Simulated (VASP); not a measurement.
# As in VASP: further runs

As is run at these levels: PBE; tasks: single point, relaxation of cell and atoms.

All numbers are computed with VASP 6.6.1; they aren't measurements. Logs are shortened: lines on timing, memory, paths and dates and some standing lists are left out, and cuts for length are marked.

### Step 1. The cell of the first run

The typed cell holds 2 atoms: a = 3.932 Å, b = 3.932 Å, c = 3.932 Å, α = 33.67°, β = 33.67°, γ = 33.67°.

### Step 2. Single point, PBE

INCAR reads:

```
PREC = Accurate ; ENCUT = 520
EDIFF = 1E-6 ; ISMEAR = -1
SIGMA = 0.1 ; LREAL = False
LASPH = True ; NELM = 100
ALGO = Normal ; ISIF = 2
LWAVE = False ; LCHARG = False
GGA = PE ; NBANDS = 12
```

KPOINTS reads:

```
Automatic mesh
0
Gamma
  16 16 16
```

POSCAR reads:

```
As
1.0
    1.1387632627     -0.6574652763      3.7060645853
    0.0000000000      1.3149305526      3.7060645853
   -1.1387632627     -0.6574652763      3.7060645853
As
2
Direct
    0.2500000000      0.2500000000      0.2500000000
   -0.2500000000     -0.2500000000     -0.2500000000
```

Potentials or basis: VASP PAW PBE potentials, release 64 (As).

The run is started by

```bash
$ cat potpaw_PBE.64/As/POTCAR > POTCAR
$ mpirun -np 1 vasp_std > vasp.out
```

OUTCAR:

```text
PREC = Accurate
   ENCUT = 520
   EDIFF = 1E-6
   ISMEAR = -1
   LREAL = False
   LASPH = True
   NELM = 100
   ISIF = 2
   GGA = PE

 ion  position               nearest neighbor table
   1  0.250  0.250  0.250-   2 2.27   2 2.27   2 2.27   2 2.27   2 2.27   2 2.27
   2  0.750  0.750  0.750-   1 2.27   1 2.27   1 2.27   1 2.27   1 2.27   1 2.27

  LATTYP: Found a trigonal (rhomboedric) cell.
 ALAT       =     3.9324238160
 COS(alpha) =     0.8322833201

  Lattice vectors:

 A1 = (   1.1387632627,  -0.6574652763,   3.7060645853)
 A2 = (   0.0000000000,   1.3149305526,   3.7060645853)
 A3 = (  -1.1387632627,  -0.6574652763,   3.7060645853)

Analysis of symmetry for initial positions (statically):
=====================================================================
 Subroutine PRICEL returns following result:

  LATTYP: Found a trigonal (rhomboedric) cell.
 ALAT       =     2.2721731967
 COS(alpha) =     0.4976411855

  Lattice vectors:

 A1 = (   1.1387632627,   0.6574652763,   1.8530322926)
 A2 = (  -1.1387632627,   0.6574652763,   1.8530322927)
 A3 = (   0.0000000000,  -1.3149305526,   1.8530322926)

   2 primitive cells build up your supercell.

 Routine SETGRP: Setting up the symmetry group for a
 trigonal (rhombohedral) supercell.

 Subroutine GETGRP returns: Found 12 space group operations
 (whereof 12 operations were pure point group operations)
 out of a pool of 12 trial point group operations.

The static configuration has the point symmetry D_3d.

Analysis of symmetry for dynamics (positions and initial velocities):
=====================================================================
 Subroutine PRICEL returns following result:

  LATTYP: Found a trigonal (rhomboedric) cell.
 ALAT       =     2.2721731967
 COS(alpha) =     0.4976411855

  Lattice vectors:

 A1 = (   1.1387632627,   0.6574652763,   1.8530322926)
 A2 = (  -1.1387632627,   0.6574652763,   1.8530322927)
 A3 = (   0.0000000000,  -1.3149305526,   1.8530322926)

   2 primitive cells build up your supercell.

 Routine SETGRP: Setting up the symmetry group for a
 trigonal (rhombohedral) supercell.

 Subroutine GETGRP returns: Found 12 space group operations
 (whereof 12 operations were pure point group operations)
 out of a pool of 12 trial point group operations.

The dynamic configuration has the point symmetry D_3d.

 Subroutine INISYM returns: Found 12 space group operations
 (whereof 12 operations are pure point group operations),
 and found     2 'primitive' translations

----------------------------------------------------------------------------------------

                                     Primitive cell

  volume of cell :       8.3242

  direct lattice vectors                    reciprocal lattice vectors
     1.138763263  0.657465276  1.853032293     0.439072823  0.253498812  0.179885334
    -1.138763263  0.657465276  1.853032293    -0.439072823  0.253498812  0.179885334
     0.000000000 -1.314930553  1.853032293     0.000000000 -0.506997625  0.179885334

  length of vectors
     2.272173197  2.272173197  2.272173197     0.537964055  0.537964055  0.537964055

  position of ions in fractional coordinates (direct lattice)
     0.500000000  0.500000000  0.500000000

  ion indices of the primitive-cell ions
   primitive index   ion index
                 1           1

----------------------------------------------------------------------------------------

 KPOINTS: Automatic mesh

Automatic generation of k-mesh.
 Grid dimensions read from file:
 generate k-points for:   16   16   16

 Generating k-lattice:

  Cartesian coordinates                     Fractional coordinates (reciprocal lattice)
     0.027442051 -0.015843676  0.005621417     0.062500000 -0.000000000  0.000000000
     0.000000000  0.031687352  0.005621417    -0.000000000  0.062500000 -0.000000000
    -0.027442051 -0.015843676  0.005621417     0.000000000 -0.000000000  0.062500000

  Length of vectors
     0.032182116  0.032182116  0.032182116

  Shift w.r.t. Gamma in fractional coordinates (k-lattice)
     0.000000000  0.000000000  0.000000000

 Subroutine IBZKPT returns following result:
 ===========================================

 Found    417 irreducible k-points:

 Following reciprocal coordinates:
            Coordinates               Weight
  0.000000  0.000000  0.000000      1.000000
  0.062500  0.000000 -0.000000      6.000000
  0.125000  0.000000 -0.000000      6.000000
  0.187500  0.000000 -0.000000      6.000000
  0.250000  0.000000 -0.000000      6.000000
  0.312500  0.000000 -0.000000      6.000000
[... 16 lines left out ...]
 -0.125000  0.062500  0.000000     12.000000
 -0.062500  0.062500  0.000000      6.000000
 [... further k-points ...]
   k-points           NKPTS =    417   k-points in BZ     NKDIM =    417   number of bands    NBANDS=     12
   number of dos      NEDOS =    301   number of ions     NIONS =      2
   total plane-waves  NPLWV =  27000
   dimension x,y,z NGX =    30 NGY =   30 NGZ =   30
   dimension x,y,z NGXF=    60 NGYF=   60 NGZF=   60
   ions per type =               2
   NGX,Y,Z   is equivalent  to a cutoff of  12.68, 12.68, 12.68 a.u.
   NGXF,Y,Z  is equivalent  to a cutoff of  25.37, 25.37, 25.37 a.u.
 SYSTEM =  unknown system
   PREC   = accura    normal or accurate (medium, high low for compatibility)
   ISTART =      0    job   : 0-new  1-cont  2-samecut
   ICHARG =      2    charge: 1-file 2-atom 10-const
   ISPIN  =      1    spin polarized calculation?
   LNONCOLLINEAR =      F non collinear calculations
   LSORBIT =      F    spin-orbit coupling
   LASPH  =      T    aspherical Exc in radial PAW
   ENCUT  =  520.0 eV  38.22 Ry    6.18 a.u.   7.31  7.31  7.31*2*pi/ulx,y,z
   NELM   =    100;   NELMIN=  2; NELMDL= -5     # of ELM steps
   EDIFF  = 0.1E-05   stopping-criterion for ELM
   LREAL  =      F    real-space projection
   EDIFFG = 0.1E-04   stopping-criterion for IOM
   NSW    =      0    number of steps for IOM
   IBRION =     -1    ionic relax: 0-MD 1-quasi-New 2-CG
   NFREE  =      0    steps in history (QN), initial steepest desc. (CG)
   ISIF   =      2    stress and relaxation
   ISYM   =      2    0-nonsym 1-usesym 2-fastsym
   POTIM  = 0.5000    time-step for ionic-motion
   TEBEG  =    0.0;   TEEND  =   0.0 temperature during run
   PSTRESS=    0.0 pullay stress
   NELECT =      10.0000    total number of electrons
   NUPDOWN=      -1.0000    fix difference up-down
   EMIN   =  10.00;   EMAX   =-10.00  energy-range for DOS
   EFERMI =   0.00;   METHOD = LEGACY
   ISMEAR =    -1;   SIGMA  =   0.10  broadening in eV -4-tet -1-fermi 0-gaus
   EFERMI_NEDOS =   21; number of points for ismear=-14 and -15
   IALGO  =     38    algorithm
   IMIX   =      4    mixing-type and parameters
     AMIX     =   0.40;   BMIX     =  1.00
     AMIX_MAG =   1.60;   BMIX_MAG =  1.00
  volume/ion in A,a.u.               =       8.32        56.17
  Fermi-wavevector in a.u.,A,eV,Ry     =   1.381289  2.610258 25.959375  1.907960
  Thomas-Fermi vector in A             =   2.506087
   LORBIT       =      0    0 simple, 1 ext, 2 COOP (PROOUT), +10 PAW based schemes
   GGA     = PE    functional components
[... 5 lines left out ...]
 non-spin polarized calculation
  energy-cutoff  :      520.00
  volume of cell :       16.65
 maximum number of plane-waves:       466
 NGX is ok and might be reduce to    30

 number of electron      10.0000000 magnetization

 number of electron       9.9999999 magnetization

 Free energy of the ion-electron system (eV)
  ---------------------------------------------------
  ext. energy  EPLUGINS =         0.00000000
  ---------------------------------------------------
  free energy    TOTEN  =         5.39954629 eV

  energy without entropy =        5.42166961  energy(sigma->0) =        5.41060795

 E-fermi :  20.3286     XC(G=0): -14.7693

 val. band max:       20.3259863098   @ k =  -0.4375  -0.4375   0.3750
 cond. band min:      20.3445934629   @ k =  -0.3125   0.4375   0.1875
 fundamental gap:      0.0186071531
 Fermi energy:        20.3286408002

 k-point     1 :       0.0000    0.0000    0.0000
  band No.  band energies     occupation
      1      -6.3203      2.00000
      2       4.7363      2.00000
      3       5.5301      2.00000
      4      30.8063      0.00000
      5      30.8063      0.00000
      6      34.5725      0.00000
      7      34.5725      0.00000
      8      34.9629      0.00000
      9      35.5621      0.00000
     10      35.5621      0.00000
     11      35.7623      0.00000
     12      36.5560      0.00000

 k-point     2 :       0.0625    0.0000   -0.0000
  band No.  band energies     occupation
      1      -6.1599      2.00000
      2       4.6821      2.00000
      3       5.9029      2.00000
      4      28.6359      0.00000
      5      29.9202      0.00000
      6      32.5917      0.00000
      7      32.8306      0.00000
      8      33.6702      0.00000
      9      34.8399      0.00000
     10      35.6897      0.00000
     11      35.9584      0.00000
     12      38.0941      0.00000

 k-point     3 :       0.1250    0.0000   -0.0000
  band No.  band energies     occupation
      1      -5.6779      2.00000
      2       4.7616      2.00000
      3       6.7772      2.00000
      4      24.7847      0.00000
      5      28.4091      0.00000
      6      28.9990      0.00000
      7      31.4903      0.00000
      8      31.6898      0.00000
      9      33.4005      0.00000
     10      35.9901      0.00000
     11      37.8964      0.00000
     12      39.7118      0.00000

 k-point     4 :       0.1875    0.0000   -0.0000
  band No.  band energies     occupation
      1      -4.8727      2.00000
      2       5.1204      2.00000
      3       7.9985      2.00000
      4      20.8523      0.01058
      5      25.5326      0.00000
      6      26.9790      0.00000
      7      29.5272      0.00000
      8      30.6676      0.00000
      9      32.0517      0.00000
     10      35.9529      0.00000
     11      37.0869      0.00000
     12      40.4911      0.00000

 k-point     5 :       0.2500    0.0000   -0.0000
  band No.  band energies     occupation
      1      -3.7420      2.00000
      2       5.7860      2.00000
      3       9.5029      2.00000
      4      17.1155      2.00000
      5      22.2507      0.00000
      6      25.7795      0.00000
      7      27.8223      0.00000
      8      29.8089      0.00000
      9      30.8582      0.00000
     10      32.8688      0.00000
     11      36.6741      0.00000
     12      43.3274      0.00000
[... 228 lines left out ...]
      1      -2.9903      2.00000
      2       7.0009      2.00000
      3       9.6995      2.00000
      4      15.6437      2.00000
      5      20.3046      1.11978
      6      23.1549      0.00000
      7      25.4741      0.00000
      8      31.1817      0.00000
      9      31.7001      0.00000
     10      32.9255      0.00000
     11      37.9391      0.00000
     12      42.1431      0.00000

 k-point    22 :      -0.1875    0.0625    0.0000
  band No.  band energies     occupation
      1      -4.2706      2.00000
      2       6.1903      2.00000
      3       8.1009      2.00000
      4      19.2312      1.99997
      5      23.4902      0.00000
      6      24.1940      0.00000
      7      26.9591      0.00000
      8      31.9530      0.00000
      9      33.9025      0.00000
     10      35.5041      0.00000
     11      37.5810      0.00000
     12      40.1495      0.00000

 k-point    23 :      -0.1250    0.0625    0.0000
  band No.  band energies     occupation
      1      -5.2242      2.00000
      2       5.6623      2.00000
      3       6.7707      2.00000
      4      23.0800      0.00000
      5      25.5110      0.00000
      6      26.8536      0.00000
      7      28.7242      0.00000
      8      32.7821      0.00000
      9      35.2545      0.00000
     10      36.7734      0.00000
     11      37.6822      0.00000
     12      39.1250      0.00000

 k-point    24 :      -0.0625    0.0625    0.0000
  band No.  band energies     occupation
      1      -5.8533      2.00000
      2       5.2476      2.00000
      3       5.9451      2.00000
      4      26.7908      0.00000
      5      27.2526      0.00000
      6      30.1548      0.00000
      7      30.9121      0.00000
      8      33.0894      0.00000
      9      36.0992      0.00000
     10      36.1551      0.00000
     11      36.7157      0.00000
     12      37.2548      0.00000

 [... further k-points ...]
[... 5 lines left out ...]
  --------------------------------------------------------------------------------------
  -------------------------------------------------------------------------------------
  Total       44.6073213     44.6073213     44.6168944     -0.0000000     -0.0000000      0.0000000
  in kB     4292.8550445   4292.8550450   4293.7763295     -0.0000000     -0.0000000      0.0000000
  external PRESSURE =    4293.1621397 kB  Pullay stress =       0.0000000 kB

 VOLUME and BASIS-vectors are now :
 -----------------------------------------------------------------------------
  energy-cutoff  :      520.00
  volume of cell :       16.65
      direct lattice vectors                 reciprocal lattice vectors
     1.138763263 -0.657465276  3.706064585     0.439072823 -0.253498812  0.089942667
     0.000000000  1.314930553  3.706064585     0.000000000  0.506997625  0.089942667
    -1.138763263 -0.657465276  3.706064585    -0.439072823 -0.253498812  0.089942667

 POSITION                                       TOTAL-FORCE (eV/Angst)
 -----------------------------------------------------------------------------------
      0.00000      0.00000      2.77955         0.000000      0.000000      0.000000
      0.00000      0.00000      8.33865        -0.000000     -0.000000     -0.000000
 -----------------------------------------------------------------------------------
    total drift:                                0.000000      0.000000      0.000000

  FREE ENERGIE OF THE ION-ELECTRON SYSTEM (eV)
  ---------------------------------------------------
  free  energy   TOTEN  =         5.3995462911 eV

  energy  without entropy=        5.4216696071  energy(sigma->0) =        5.41060795
```

Run time: 68 s. Hardware: 1 thread of Intel Xeon Platinum 8559C (Emerald Rapids), shared host; peak memory 0.23 GiB.

What came out:

```
Free energy            : 5.3995 eV
Pressure               : 429.3 GPa
Band gap on the k mesh : zero (band 5 reaches 31.55 eV, above the bottom of band 6 at 14.62 eV)
```

### Step 3. Relaxation of cell and atoms, PBE, target pressure 410 GPa, at which the enthalpy is minimised

INCAR reads:

```
PREC     = Accurate       # precision mode
ENCUT    = 600            # plane-wave cutoff, eV
EDIFF    = 1E-6           # SCF threshold, eV
ISMEAR   = -1             # smearing method
SIGMA    = 0.1            # smearing width, eV
LREAL    = False          # projectors in reciprocal space
LASPH    = True           # aspherical terms in the spheres
NELM     = 80             # most SCF steps
ALGO     = Normal         # electronic algorithm
ISIF     = 3              # what is computed and relaxed
LWAVE    = False          # write WAVECAR
LCHARG   = False          # write CHGCAR
GGA      = PE             # functional
IBRION   = 2              # ionic algorithm
NSW      = 32             # ionic steps
EDIFFG   = -0.005         # ionic threshold
PSTRESS  = 4100.0
```

KPOINTS is that of step 2.

POSCAR reads:

```
As
1.0
    1.1387632627     -0.6574652763      3.7060645853
    0.0000000000      1.3149305526      3.7060645853
   -1.1387632627     -0.6574652763      3.7060645853
As
2
Direct
    0.2499999485      0.2499999485      0.2499999485
   -0.2499999485     -0.2499999485     -0.2499999485
```

Potentials or basis: VASP PAW PBE potentials, release 64 (As).

The run is started by

```bash
$ cat potpaw_PBE.64/As/POTCAR > POTCAR
$ mpirun -np 1 vasp_std > vasp.out
```

Wall time 2.6 min (1 thread of Intel Xeon Platinum 8559C (Emerald Rapids), shared host); peak memory 0.25 GiB.

The run converged. Its results:

* Free energy: 4.8163 eV
* Relaxed volume: 8.44 Å³/atom
* Relaxed cell: a = 3.950 Å, b = 3.950 Å, c = 3.950 Å, α = 33.67°, β = 33.67°, γ = 33.67°
* Space group after relaxing (to 0.05 Å): Fm-3m (No. 225)
* Energy change on relaxing (the enthalpy is what falls): -291.0 meV/atom
* Ionic steps: 4
* Pressure after relaxing: 410.0 GPa
* Band gap on the k mesh: zero (band 5 reaches 31.13 eV, above the bottom of band 6 at 14.33 eV)

Stress tensor (GPa, compression positive):
```
409.95   0.00   0.00
  0.00 409.95   0.00
  0.00   0.00 410.04
```

The path:
```
step  energy change (eV)  largest force (eV/Å)  pressure (GPa)  volume (Å³)
   1              0.0000                0.0000          429.30        16.65
   2             -5.3133                0.0000          259.21        19.18
   3             -0.6253                0.0000          408.56        16.89
   4             -0.5820                0.0000          409.98        16.87
```

Final structure:
```
As
1.0
     1.14380   -0.66037    3.72254
     0.00000    1.32075    3.72254
    -1.14380   -0.66037    3.72254
As
2
Cartesian
  0.0000 0.0000 2.7919
  0.0000 0.0000 8.3757
```

Levels at points of the mesh, in eV from the Fermi level:
```tsv
k point	band 1	band 2	band 3	band 4	band 5	band 6	band 7	band 8	band 9
(0.00, 0.00, 0.00)	-26.39	-15.40	-14.70	10.34	10.34	14.18	14.18	14.65	15.04
(0.50, 0.00, 0.00)	-16.14	-16.14	-8.63	-8.63	-1.08	-1.08	3.72	3.72	8.15
(0.50, 0.50, 0.00)	-15.43	-14.81	-12.87	-9.70	0.67	0.81	4.46	8.14	10.44
(0.50, 0.50, 0.50)	-23.58	-23.58	-1.18	-1.18	11.11	11.11	11.11	11.11	15.10
```

Caveat: the cell is relaxed towards a set pressure, so the enthalpy falls and the energy may rise.

### Step 4. Relaxation of cell and atoms, PBE, target pressure 410 GPa, at which the enthalpy is minimised

This run uses another cell than the first one: it holds 1 atom, not 2.

INCAR reads:

```
SYSTEM = As
ALGO = Normal
EDIFF = 1E-7
EDIFFG = -0.005
ENCUT = 600
GGA = PE
GGA_COMPAT = .FALSE.
IBRION = 2
ISIF = 3
ISMEAR = -1
LASPH = .TRUE.
LCHARG = .FALSE.
LREAL = .FALSE.
LWAVE = .FALSE.
NELM = 120
NELMIN = 4
NSW = 60
PREC = Accurate
PSTRESS = 4100.0
SIGMA = 0.1
```

KPOINTS reads:

```
k-points
0
G
  21 21 21
  0 0 0
```

POSCAR reads:

```
As
1.0
    0.0000000000      1.6095121295      1.6095121295
    1.6095121295      0.0000000000      1.6095121295
    1.6095121295      1.6095121295      0.0000000000
As
1
Direct
    0.0000000000      0.0000000000      0.0000000000
```

Potentials or basis: VASP PAW PBE potentials, release 64 (As_d).

The run is started by

```bash
$ cat potpaw_PBE.64/As_d/POTCAR > POTCAR
$ mpirun -np 1 vasp_std > vasp.out
```

Wall time 2.9 min (1 thread of AMD EPYC 7R43 (Zen 3), shared host); peak memory 0.11 GiB.

It converged, with:

- Free energy: 2.4918 eV
- Relaxed volume: 8.35 Å³/atom
- Relaxed cell: a = 2.277 Å, b = 2.277 Å, c = 2.277 Å, α = 60.00°, β = 60.00°, γ = 60.00°
- Space group after relaxing (to 0.05 Å): Fm-3m (No. 225)
- Energy change on relaxing (the enthalpy is what falls): -22.2 meV/atom
- Ionic steps: 6
- Pressure after relaxing: 409.9 GPa

The path:
| step | energy change (eV) | largest force (eV/Å) | pressure (GPa) | volume (Å³) |
| --- | --- | --- | --- | --- |
| 1 | 0.0000 | 0.0000 | 411.00 | 8.34 |
| 2 | -0.1594 | 0.0000 | 401.18 | 8.40 |
| 3 | -0.0173 | 0.0000 | 410.21 | 8.35 |
| 4 | -0.0206 | 0.0000 | 410.10 | 8.35 |
| 5 | -0.0238 | 0.0000 | 409.90 | 8.35 |
| 6 | -0.0222 | 0.0000 | 409.93 | 8.35 |

Final structure:
```
As
1.0
     0.00000    1.61007    1.61007
     1.61007    0.00000    1.61007
     1.61007    1.61007    0.00000
As
1
Cartesian
  0.0000 0.0000 0.0000
```

Levels at points of the mesh, in eV from the Fermi level:
```tsv
k point	band 5	band 6	band 7	band 8	band 9	band 10
(0.00, 0.00, 0.00)	-37.54	-26.54	15.21	15.21	15.21	16.33
```

Caveat: the cell is relaxed towards a set pressure, so the enthalpy falls and the energy may rise.

### Step 5. Overview

| task | potentials or basis | cell | k mesh | cutoff (eV) | second run | gap on the mesh (eV) | pressure (GPa) |
| --- | --- | --- | --- | --- | --- | --- | --- |
| single point | VASP PAW PBE potentials, release 64 (As) | a = 3.932 Å, angles 33.7°, 2 atoms | 16 × 16 × 16 | 520 | - | none | 429.3 |
| relaxation of cell and atoms | VASP PAW PBE potentials, release 64 (As) | relaxed to 410 GPa from a = 3.932 Å, angles 33.7°, 2 atoms | 16 × 16 × 16 | 600 | - | none | 410.0 |
| relaxation of cell and atoms | VASP PAW PBE potentials, release 64 (As_d) | relaxed to 410 GPa from a = 2.276 Å, angles 60.0°, 1 atom | 21 × 21 × 21 | 600 | valence_matched | none | 409.9 |

Alike in all rows: level PBE; no spin polarisation; smearing fermi-dirac 0.1 eV.

Caveats: the cell is relaxed towards a set pressure, so the enthalpy falls and the energy may rise (some runs).

Total energies depend on the potentials used, so only differences within one code and one set of settings carry meaning.
